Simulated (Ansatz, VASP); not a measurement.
**SnO2: VASP beside Ansatz**

```
Sn O
1.0
     1.58408    0.91457    4.70259
    -1.58408    0.91457    4.70259
     0.00000   -1.82914    4.70259
Sn O
1 2
Direct
  0.50000 0.50000 0.50000
  0.76283 0.76283 0.76283
  0.23717 0.23717 0.23717
```

Change from the starting cell: volume scaled by 0.94.

Alike in both runs: task single point; functional LDA; k mesh 10 × 10 × 10; occupations fermi-dirac, width 0.05 eV; no spin polarisation.

|  | VASP | Ansatz |
| --- | --- | --- |
| version | VASP 6.6.1 | Ansatz 0.2.0 |
| potentials or method | VASP PAW LDA potentials, release 64 (Sn_d, O), cutoff 520 eV | all-electron LAPW, scalar-relativistic |

```csv
,VASP,Ansatz,Ansatz less VASP
gap on the k mesh at the Fermi level (eV),2.18,2.19,+0.006
least direct gap on the mesh (eV),2.37,2.37,-0.002
pressure (GPa),0.7,-0.1,-0.85
"traceless stress, the component that is largest in VASP (GPa)",-2.65,-2.06,+0.591
rms of the force components (eV/Å),0.031,0.000,-0.0301
```

LDA's correlation is that of Perdew and Zunger in VASP and of Perdew and Wang (1992) in Ansatz. Atom by atom the forces differ by 0.031 eV/Å (rms over components). Ansatz ran all-electron here, and VASP with PAW potentials.
